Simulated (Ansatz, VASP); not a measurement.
# Two plane-wave programs on Co

```
CELL_PARAMETERS angstrom
2.36550 0.00000 0.00000
0.00000 2.36550 0.00000
0.00000 0.00000 2.36550
ATOMIC_POSITIONS crystal
Co 0.00000 0.00000 0.00000
```

Alike in both runs: functional RPBE; k mesh 14 × 14 × 14; occupations fermi-dirac, width 0.05 eV; collinear spin.

Ansatz relaxed the structure, and its values are those at the end. VASP's run is a single point on that final structure, the one shown.

|  | VASP | Ansatz |
| --- | --- | --- |
| version | VASP 6.6.1 | Ansatz 0.2.0 |
| potentials or method | VASP PAW PBE potentials, release 64 (Co), cutoff 520 eV | plane waves (420 eV) with PAW, scalar-relativistic |
| valence electrons in the cell | 9 | 17 |

VASP gave:

| Property | Result |
| --- | --- |
| pressure (GPa) | -0.5 |
| net moment per atom (μB) | 1.89 |
| size of the moment on the site where the two differ most (μB) | 1.91 |

Which values does Ansatz return?

Pressure (GPa): 0.0; net moment per atom (μB): 1.90; size of the moment on the site where the two differ most (μB): 1.93.

VASP's potentials were made for PBE, not for RPBE. Site moments also hang on the region over which each program counts them. The functional is the same, so the differences come from potentials, cutoffs and numerics. VASP's potentials hold 9 valence electrons a cell and Ansatz's 17, so a difference there can come from the potentials and not from the codes.
